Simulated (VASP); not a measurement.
Runs of VASP 6.6.1 on ZnS3. The structure is that of space group Im-3m (No. 229), or close to it. The cells are those of the table. The cell was built from a structure type or drawn by symmetry, and may not be a known phase.

```csv
task,cell,k mesh,cutoff (eV),gap on the mesh (eV),pressure (GPa),relaxed volume (Å³/atom)
single point,"a = 4.424 Å, angles 109.5°, 4 atoms",12 × 12 × 12,520,none,-0.1,-
relaxation of cell and atoms,"relaxed from a = 4.430 Å, angles 109.5°, 4 atoms",6 × 6 × 6,600,none,0.1,16.61
single point,"a = 4.430 Å, angles 109.5°, 4 atoms",4 × 4 × 4,520,none,-0.3,-
single point,"a = 4.882 Å, angles 109.5°, 4 atoms",4 × 4 × 4,520,none,-12.5,-
relaxation of cell and atoms,"relaxed from a = 4.882 Å, angles 109.5°, 4 atoms",4 × 4 × 4,600,none,-0.1,(a)
single point,"a = 4.424 Å, angles 109.5°, 4 atoms",6 × 6 × 6,520,none,-0.1,-
relaxation of cell and atoms,"relaxed from a = 4.424 Å, angles 109.5°, 4 atoms",12 × 12 × 12,600,none,-0.1,-
```

Alike in all rows: level PBE; potentials or basis VASP PAW PBE potentials, release 64 (Zn, S); no spin polarisation; smearing gaussian 0.1 eV.

Problem. Estimate the missing entries.

Solution. (a) 16.68.

Caveats: some runs use coarse meshes; the volume moved by over 15 % at a fixed basis, so the end points are rough (at least some runs); the relaxation stopped at its first step, so nothing moved (at least some runs).

A gap of «none» marks levels without a gap at the run's occupations.
